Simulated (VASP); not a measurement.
# Al3GaN4: single point with r2SCAN

The system is Al3GaN4.

```
Al Ga N
1.0
     4.40124    0.00000    0.00000
     0.00000    4.40124    0.00000
     0.00000    0.00000    4.40124
Al Ga N
3 1 4
Direct
  0.50000 0.47992 0.00000
  0.50000 0.00000 0.47992
  0.00000 0.52008 0.52008
  0.00000 0.00000 0.00000
  0.74446 0.73794 0.24902
  0.74446 0.24902 0.73794
  0.26858 0.75098 0.75098
  0.24250 0.26206 0.26206
```

This cell differs from its parent crystal: atoms displaced along a vibrational mode.

| Property | Result |
| --- | --- |
| Program | VASP 6.6.1 |
| Task | single point |
| Functional | r2SCAN |
| Potentials or basis | VASP PAW PBE potentials, release 64 (Al, Ga_d, N) |
| Cutoff | 520 eV |
| k mesh | 6 × 6 × 6 |
| Occupations | gaussian, width 0.05 eV |
| Spin | no spin polarisation |
| Dipole correction | no |
| Further INCAR settings | ALGO = Normal; EDIFF = 1e-06; NBANDS = 31 |

```
Pressure               : -0.2 GPa
Largest force          : 1.490 eV/Å
Band gap on the k mesh : 3.90 eV
```

Forces on the atoms (eV/Å):
```
Al  -0.031  1.054 -0.002
Al  -0.031 -0.002  1.054
Al  -0.113 -1.051 -1.051
Ga  -0.002  0.004  0.004
N   -0.007  0.107  0.247
N   -0.007  0.247  0.107
N   -0.262 -0.201 -0.201
N    0.452 -0.159 -0.159
```

Stress tensor (GPa, compression positive):
```
 0.12  0.00  0.00
 0.00 -0.30 -0.18
 0.00 -0.18 -0.30
```

Levels at points of the mesh, in eV from the valence-band top:
| k point | band 18 | band 19 | band 20 | band 21 | band 22 | band 23 | band 24 | band 25 |
| --- | --- | --- | --- | --- | --- | --- | --- | --- |
| (0.00, 0.00, 0.00) | -2.01 | -0.02 | -0.01 | 0.00 | 3.90 | 3.94 | 3.97 | 4.02 |
| (0.50, 0.00, 0.00) | -1.27 | -1.25 | -0.95 | -0.95 | 6.17 | 6.23 | 6.66 | 6.73 |
| (0.00, 0.50, 0.00) | -1.26 | -1.26 | -0.96 | -0.96 | 6.17 | 6.23 | 6.70 | 6.71 |
| (0.50, 0.50, 0.00) | -0.88 | -0.59 | -0.54 | -0.53 | 7.95 | 8.01 | 8.06 | 8.45 |
| (0.00, 0.50, 0.50) | -0.89 | -0.60 | -0.53 | -0.52 | 7.94 | 8.14 | 8.24 | 8.40 |
| (0.50, 0.50, 0.50) | -0.63 | -0.38 | -0.37 | -0.37 | 6.15 | 7.60 | 7.65 | 7.72 |

It took 4.7 min on 1 thread of Intel(R) Xeon(R) 6975P-C (Granite Rapids), with other jobs on the host, peak memory 0.32 GiB.

Caveat: the cell differs from its parent crystal (atoms displaced along a vibrational mode); the PAW data sets were made with another functional, which shifts forces and pressure a little. A k mesh can miss the band edges.
